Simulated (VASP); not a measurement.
# Bi (R-3m) in VASP: notebook

The runs below take Bi through electric field gradients, single point, with PBEsol.

Everything below comes from runs of VASP 6.6.1. Logs are shortened: lines on timing, memory, paths and dates and some standing lists are left out, and cuts for length are marked.

## (1) The cell of the first run

It takes space group R-3m (No. 166, trigonal). The conventional cell has a = 4.546 Å, b = 4.546 Å, c = 11.862 Å, α = 90.00°, β = 90.00°, γ = 120.00°. Bi (site symmetry 3m) has 6 Bi at 3.07 to 3.53 Å within 4.0 Å.

## (2) Electric field gradients, PBEsol

Input file INCAR:

```
SYSTEM = Bi
ALGO = Normal
EDIFF = 1E-8
ENCUT = 520
GGA = PS
ISIF = 2
ISMEAR = -1
LASPH = .TRUE.
LCHARG = .FALSE.
LEFG = .TRUE.
LREAL = .FALSE.
LWAVE = .FALSE.
NBANDS = 22
NELM = 80
PREC = Accurate
SIGMA = 0.03
```

Input file KPOINTS:

```
k-points
0
G
  10 10 10
  0 0 0
```

Input file POSCAR:

```
Bi
1.0
    2.2729996784      1.3123169762      3.9540000000
   -2.2729996784      1.3123169762      3.9540000000
    0.0000000000     -2.6246339523      3.9540000000
Bi
2
Direct
    0.2338900000      0.2338900000      0.2338900000
    0.7661100000      0.7661100000      0.7661100000
```

Potentials or basis: VASP PAW PBE potentials, release 64 (Bi_d).

Launch:

```sh
$ cat potpaw_PBE.64/Bi_d/POTCAR > POTCAR
$ mpirun -np 1 vasp_std > vasp.out
```

OUTCAR:

```text
SYSTEM = Bi
   EDIFF = 1E-8
   ENCUT = 520
   GGA = PS
   ISIF = 2
   ISMEAR = -1
   LASPH = .TRUE.
   LREAL = .FALSE.
   NELM = 80
   PREC = Accurate

 ion  position               nearest neighbor table
   1  0.234  0.234  0.234-   2 3.07   2 3.07   2 3.07   2 3.53   2 3.53   2 3.53
   2  0.766  0.766  0.766-   1 3.07   1 3.07   1 3.07   1 3.53   1 3.53   1 3.53

  LATTYP: Found a trigonal (rhomboedric) cell.
 ALAT       =     4.7458212550
 COS(alpha) =     0.5412184017

  Lattice vectors:

 A1 = (   2.2729996784,   1.3123169762,   3.9540000000)
 A2 = (  -2.2729996784,   1.3123169762,   3.9540000000)
 A3 = (   0.0000000000,  -2.6246339523,   3.9540000000)

Analysis of symmetry for initial positions (statically):
=====================================================================
 Subroutine PRICEL returns:
 Original cell was already a primitive cell.

 Routine SETGRP: Setting up the symmetry group for a
 trigonal (rhombohedral) supercell.

 Subroutine GETGRP returns: Found 12 space group operations
 (whereof 12 operations were pure point group operations)
 out of a pool of 12 trial point group operations.

The static configuration has the point symmetry D_3d.

Analysis of symmetry for dynamics (positions and initial velocities):
=====================================================================
 Subroutine PRICEL returns:
 Original cell was already a primitive cell.

 Routine SETGRP: Setting up the symmetry group for a
 trigonal (rhombohedral) supercell.

 Subroutine GETGRP returns: Found 12 space group operations
 (whereof 12 operations were pure point group operations)
 out of a pool of 12 trial point group operations.

The dynamic configuration has the point symmetry D_3d.

 Subroutine INISYM returns: Found 12 space group operations
 (whereof 12 operations are pure point group operations),
 and found     1 'primitive' translations

----------------------------------------------------------------------------------------

                                     Primitive cell

  volume of cell :      70.7662

  direct lattice vectors                    reciprocal lattice vectors
     2.272999678  1.312316976  3.954000000     0.219973634  0.127001837  0.084302816
    -2.272999678  1.312316976  3.954000000    -0.219973634  0.127001837  0.084302816
     0.000000000 -2.624633952  3.954000000     0.000000000 -0.254003674  0.084302816

  length of vectors
     4.745821255  4.745821255  4.745821255     0.267628158  0.267628158  0.267628158

  position of ions in fractional coordinates (direct lattice)
     0.233890000  0.233890000  0.233890000
     0.766110000  0.766110000  0.766110000

  ion indices of the primitive-cell ions
   primitive index   ion index
                 1           1
                 2           2

----------------------------------------------------------------------------------------

 KPOINTS: k-points

Automatic generation of k-mesh.
 Grid dimensions read from file:
 generate k-points for:   10   10   10

 Generating k-lattice:

  Cartesian coordinates                     Fractional coordinates (reciprocal lattice)
     0.021997363  0.012700184  0.008430282     0.100000000  0.000000000  0.000000000
    -0.021997363  0.012700184  0.008430282     0.000000000  0.100000000  0.000000000
     0.000000000 -0.025400367  0.008430282    -0.000000000 -0.000000000  0.100000000

  Length of vectors
     0.026762816  0.026762816  0.026762816

  Shift w.r.t. Gamma in fractional coordinates (k-lattice)
     0.000000000  0.000000000  0.000000000

 Subroutine IBZKPT returns following result:
 ===========================================

 Found    116 irreducible k-points:

 Following reciprocal coordinates:
            Coordinates               Weight
  0.000000  0.000000  0.000000      1.000000
  0.100000 -0.000000 -0.000000      6.000000
  0.200000 -0.000000 -0.000000      6.000000
  0.300000 -0.000000  0.000000      6.000000
  0.400000  0.000000 -0.000000      6.000000
  0.500000 -0.000000 -0.000000      3.000000
[... 16 lines left out ...]
  0.300000  0.300000  0.000000      6.000000
  0.400000  0.300000 -0.000000     12.000000
 [... further k-points ...]
   k-points           NKPTS =    116   k-points in BZ     NKDIM =    116   number of bands    NBANDS=     22
   number of dos      NEDOS =    301   number of ions     NIONS =      2
   total plane-waves  NPLWV =  46656
   dimension x,y,z NGX =    36 NGY =   36 NGZ =   36
   dimension x,y,z NGXF=    72 NGYF=   72 NGZF=   72
   ions per type =               2
   NGX,Y,Z   is equivalent  to a cutoff of  12.61, 12.61, 12.61 a.u.
   NGXF,Y,Z  is equivalent  to a cutoff of  25.22, 25.22, 25.22 a.u.
 SYSTEM =  Bi
   PREC   = accura    normal or accurate (medium, high low for compatibility)
   ISTART =      0    job   : 0-new  1-cont  2-samecut
   ICHARG =      2    charge: 1-file 2-atom 10-const
   ISPIN  =      1    spin polarized calculation?
   LNONCOLLINEAR =      F non collinear calculations
   LSORBIT =      F    spin-orbit coupling
   LASPH  =      T    aspherical Exc in radial PAW
   ENCUT  =  520.0 eV  38.22 Ry    6.18 a.u.   8.82  8.82  8.82*2*pi/ulx,y,z
   NELM   =     80;   NELMIN=  2; NELMDL= -5     # of ELM steps
   EDIFF  = 0.1E-07   stopping-criterion for ELM
   LREAL  =      F    real-space projection
   EDIFFG = 0.1E-06   stopping-criterion for IOM
   NSW    =      0    number of steps for IOM
   IBRION =     -1    ionic relax: 0-MD 1-quasi-New 2-CG
   NFREE  =      0    steps in history (QN), initial steepest desc. (CG)
   ISIF   =      2    stress and relaxation
   ISYM   =      2    0-nonsym 1-usesym 2-fastsym
   POTIM  = 0.5000    time-step for ionic-motion
   TEBEG  =    0.0;   TEEND  =   0.0 temperature during run
   PSTRESS=    0.0 pullay stress
   NELECT =      30.0000    total number of electrons
   NUPDOWN=      -1.0000    fix difference up-down
   EMIN   =  10.00;   EMAX   =-10.00  energy-range for DOS
   EFERMI =   0.00;   METHOD = LEGACY
   ISMEAR =    -1;   SIGMA  =   0.03  broadening in eV -4-tet -1-fermi 0-gaus
   EFERMI_NEDOS =   21; number of points for ismear=-14 and -15
   IALGO  =     38    algorithm
   IMIX   =      4    mixing-type and parameters
     AMIX     =   0.40;   BMIX     =  1.00
     AMIX_MAG =   1.60;   BMIX_MAG =  1.00
  volume/ion in A,a.u.               =      35.38       238.78
  Fermi-wavevector in a.u.,A,eV,Ry     =   1.229815  2.324014 20.578074  1.512446
  Thomas-Fermi vector in A             =   2.364688
   LORBIT       =      0    0 simple, 1 ext, 2 COOP (PROOUT), +10 PAW based schemes
   GGA     = PS    functional components
   LHFCALC =     F    Hartree Fock is set to
   AEXX    =    0.0000 exact exchange contribution
   IVDW    =     0    specifies the selected vdW correction
   LEPSILON=     F    determine dielectric tensor
   LRPA    =     F    only Hartree local field effects (RPA)
 non-spin polarized calculation
  energy-cutoff  :      520.00
  volume of cell :       70.77
 maximum number of plane-waves:      1943
   NGX = 17   NGY = 17   NGZ = 17

 number of electron      30.0000004 magnetization

 Free energy of the ion-electron system (eV)
  ---------------------------------------------------
  ext. energy  EPLUGINS =         0.00000000
  ---------------------------------------------------
  free energy    TOTEN  =        -8.60169444 eV

  energy without entropy =       -8.60115735  energy(sigma->0) =       -8.60142589

 E-fermi :   6.0569     XC(G=0):  -9.6730

 val. band max:        6.0476147922   @ k =  -0.4000   0.5000   0.4000
 cond. band min:       6.1475228865   @ k =   0.4000   0.1000   0.1000
 fundamental gap:      0.0999080943
 Fermi energy:         6.0568637111

 k-point     1 :       0.0000    0.0000    0.0000
  band No.  band energies     occupation
      1     -16.7427      2.00000
      2     -16.7427      2.00000
      3     -16.5922      2.00000
      4     -16.5922      2.00000
      5     -16.5760      2.00000
      6     -16.4092      2.00000
[... 14 lines left out ...]
     21      11.8711      0.00000
     22      12.0905      0.00000

 k-point     2 :       0.1000   -0.0000   -0.0000
  band No.  band energies     occupation
      1     -16.7356      2.00000
      2     -16.7335      2.00000
      3     -16.5890      2.00000
      4     -16.5866      2.00000
      5     -16.5712      2.00000
      6     -16.4137      2.00000
[... 14 lines left out ...]
     21      11.9634      0.00000
     22      12.9140      0.00000

 k-point     3 :       0.2000   -0.0000   -0.0000
  band No.  band energies     occupation
      1     -16.7156      2.00000
      2     -16.7069      2.00000
      3     -16.5808      2.00000
      4     -16.5707      2.00000
      5     -16.5565      2.00000
      6     -16.4286      2.00000
[... 14 lines left out ...]
     21      12.4057      0.00000
     22      14.5059      0.00000

 k-point     4 :       0.3000   -0.0000    0.0000
  band No.  band energies     occupation
      1     -16.6872      2.00000
      2     -16.6655      2.00000
      3     -16.5706      2.00000
      4     -16.5469      2.00000
      5     -16.5329      2.00000
      6     -16.4548      2.00000
[... 14 lines left out ...]
     21      13.2407      0.00000
     22      16.1184      0.00000

 k-point     5 :       0.4000    0.0000   -0.0000
  band No.  band energies     occupation
      1     -16.6594      2.00000
      2     -16.6151      2.00000
      3     -16.5617      2.00000
      4     -16.5194      2.00000
      5     -16.5125      2.00000
      6     -16.4816      2.00000
[... 417 lines left out ...]
 k-point    22 :      -0.2000    0.2000    0.0000
  band No.  band energies     occupation
      1     -16.7069      2.00000
      2     -16.6245      2.00000
      3     -16.5665      2.00000
      4     -16.5553      2.00000
      5     -16.5053      2.00000
      6     -16.4838      2.00000
[... 14 lines left out ...]
     21      14.1881      0.00000
     22      15.0954      0.00000

 k-point    23 :       0.3000    0.3000    0.0000
  band No.  band energies     occupation
      1     -16.7340      2.00000
      2     -16.6189      2.00000
      3     -16.5964      2.00000
      4     -16.5322      2.00000
      5     -16.5242      2.00000
      6     -16.4602      2.00000
[... 14 lines left out ...]
     21      14.4347      0.00000
     22      14.5739      0.00000

 k-point    24 :       0.4000    0.3000   -0.0000
  band No.  band energies     occupation
      1     -16.7253      2.00000
      2     -16.5992      2.00000
      3     -16.5919      2.00000
      4     -16.5260      2.00000
      5     -16.5081      2.00000
      6     -16.4729      2.00000
[... 14 lines left out ...]
     21      15.2754      0.00000
     22      15.3910      0.00000

 [... further k-points ...]

------------------------ aborting loop because EDIFF is reached ----------------------------------------

  FORCE on cell =-STRESS in cart. coord.  units (eV):
  Direction    XX          YY          ZZ          XY          YZ          ZX
  --------------------------------------------------------------------------------------
  -------------------------------------------------------------------------------------
  Total       -0.3235516     -0.3235516     -0.2975983      0.0000000     -0.0000000      0.0000000
  in kB       -7.3253454     -7.3253454     -6.7377523      0.0000000     -0.0000000      0.0000000
  external PRESSURE =      -7.1294810 kB  Pullay stress =       0.0000000 kB

 VOLUME and BASIS-vectors are now :
 -----------------------------------------------------------------------------
  energy-cutoff  :      520.00
  volume of cell :       70.77
      direct lattice vectors                 reciprocal lattice vectors
     2.272999678  1.312316976  3.954000000     0.219973634  0.127001837  0.084302816
    -2.272999678  1.312316976  3.954000000    -0.219973634  0.127001837  0.084302816
     0.000000000 -2.624633952  3.954000000     0.000000000 -0.254003674  0.084302816

 POSITION                                       TOTAL-FORCE (eV/Angst)
 -----------------------------------------------------------------------------------
      0.00000      0.00000      2.77440         0.000000      0.000000      0.118500
      0.00000      0.00000      9.08760         0.000000     -0.000000     -0.118500
 -----------------------------------------------------------------------------------
    total drift:                                0.000000     -0.000000      0.000000

  FREE ENERGIE OF THE ION-ELECTRON SYSTEM (eV)
  ---------------------------------------------------
  free  energy   TOTEN  =        -8.6016944361 eV

  energy  without entropy=       -8.6011573481  energy(sigma->0) =       -8.60142589

 Electric field gradients (V/A^2)
---------------------------------------------------------------------
 ion       V_xx      V_yy      V_zz      V_xy      V_xz      V_yz
---------------------------------------------------------------------
   1      14.240    14.240   -28.479     0.000     0.000    -0.000
   2      14.240    14.240   -28.479    -0.000     0.000    -0.000
---------------------------------------------------------------------

 Electric field gradients after diagonalization (V/A^2)
 (convention: |V_zz| > |V_xx| > |V_yy|)
----------------------------------------------------------------------
 ion       V_xx      V_yy      V_zz     asymmetry (V_yy - V_xx)/ V_zz
----------------------------------------------------------------------
   1      14.240    14.240   -28.479       0.000
   2      14.240    14.240   -28.479       0.000
----------------------------------------------------------------------

           NMR quadrupolar parameters

 Cq : quadrupolar parameter    Cq=e*Q*V_zz/h
 eta: asymmetry parameters     (V_yy - V_xx)/ V_zz
 Q  : nuclear electric quadrupole moment in mb (millibarn)
----------------------------------------------------------------------
 ion       Cq(MHz)       eta       Q (mb)
----------------------------------------------------------------------
   1      -0.069       0.000       1.000
   2      -0.069       0.000       1.000
----------------------------------------------------------------------
```

It took 95 s on 1 thread of Intel Xeon Platinum 8488C (Sapphire Rapids), shared host; peak memory 0.29 GiB.

Results:

```
Free energy                             : -8.6017 eV
Pressure                                : -0.7 GPa
Largest force                           : 0.118 eV/Å
Band gap on the k mesh                  : zero (bands 15 and 16 overlap by 0.22 eV)
Largest electric field gradient by atom : Bi -28.5 V/Å²
```

Forces on the atoms (eV/Å):
```
Bi   0.000  0.000  0.118
Bi   0.000  0.000 -0.118
```

Levels at points of the mesh, in eV from the Fermi level:
| k point | band 11 | band 12 | band 13 | band 14 | band 15 | band 16 | band 17 | band 18 | band 19 | band 20 |
| --- | --- | --- | --- | --- | --- | --- | --- | --- | --- | --- |
| (0.00, 0.00, 0.00) | -13.03 | -7.45 | -1.42 | -1.15 | -1.15 | 2.52 | 3.00 | 3.00 | 5.67 | 5.81 |
| (0.50, 0.00, 0.00) | -11.12 | -10.47 | -1.29 | -1.13 | -0.23 | -0.23 | 0.58 | 1.08 | 7.48 | 8.46 |
| (0.50, 0.50, 0.00) | -11.21 | -9.42 | -4.63 | -2.96 | -2.84 | 2.37 | 4.97 | 5.46 | 6.78 | 9.36 |
| (0.50, 0.50, 0.50) | -11.82 | -9.86 | -0.92 | -0.55 | -0.55 | 0.74 | 0.74 | 0.78 | 6.98 | 9.09 |

Electric field gradients, principal values (V/Å²):
| atom | least | middle | greatest (by size) |
| --- | --- | --- | --- |
| 1 Bi | 14.240 | 14.240 | -28.479 |
| 2 Bi | 14.240 | 14.240 | -28.479 |

Caveat: without QUAD_EFG the Cq values of the log hold for a quadrupole moment of 1 mb, not for the nuclei; the PAW data sets were made with another functional, which shifts forces and pressure a little; spin-orbit coupling is left out, which moves the levels of the heavy elements.

## (3) Single point, PBEsol

POSCAR is that of step 2.

Input file INCAR.step1:

```
SYSTEM = Bi
  ALGO = Normal
  EDIFF = 1E-6
  ENCUT = 520
  GGA = PS
  ISIF = 2
  ISMEAR = -1
  LASPH = .TRUE.
  LCHARG = .TRUE.
  LREAL = .FALSE.
  LWAVE = .FALSE.
  NBANDS = 22
  NELM = 80
  PREC = Accurate
  SIGMA = 0.03
```

Input file KPOINTS.step1:

```
k-points
0
G
  10 10 10
  0 0 0
```

Input file INCAR.step2:

```
SYSTEM = Bi
  ALGO = Normal
  EDIFF = 1E-6
  ENCUT = 520
  GGA = PS
  ICHARG = 11
  ISIF = 2
  ISMEAR = -5
  LASPH = .TRUE.
  LCHARG = .FALSE.
  LORBIT = 11
  LREAL = .FALSE.
  LWAVE = .FALSE.
  NEDOS = 2001
  NELM = 80
  PREC = Accurate
  SIGMA = 0.03
```

Input file KPOINTS.step2:

```
k-points
0
G
  15 15 15
  0 0 0
```

Potentials or basis: VASP PAW PBE potentials, release 64 (Bi_d).

Launch:

```sh
$ cat potpaw_PBE.64/Bi_d/POTCAR > POTCAR
$ cp INCAR.step1 INCAR
$ cp KPOINTS.step1 KPOINTS
$ mpirun -np 1 vasp_std > vasp.out
$ cp INCAR.step2 INCAR
$ cp KPOINTS.step2 KPOINTS
$ mpirun -np 1 vasp_std > vasp.out
```

It took 3.4 min on 1 thread of Intel Xeon Platinum 8488C (Sapphire Rapids), shared host; peak memory 0.48 GiB.

The run converged. Its results:

* Valence electrons inside the program's atomic spheres: Bi 12.79

Levels at points of the mesh, in eV from the Fermi level:
| k point | band 11 | band 12 | band 13 | band 14 | band 15 | band 16 | band 17 | band 18 | band 19 |
| --- | --- | --- | --- | --- | --- | --- | --- | --- | --- |
| (0.00, 0.00, 0.00) | -12.99 | -7.40 | -1.37 | -1.11 | -1.11 | 2.57 | 3.04 | 3.04 | 5.72 |

Caveat: the PAW data sets were made with another functional, which shifts forces and pressure a little; spin-orbit coupling is left out, which moves the levels of the heavy elements; tetrahedron occupations give inexact forces and stress in metals.
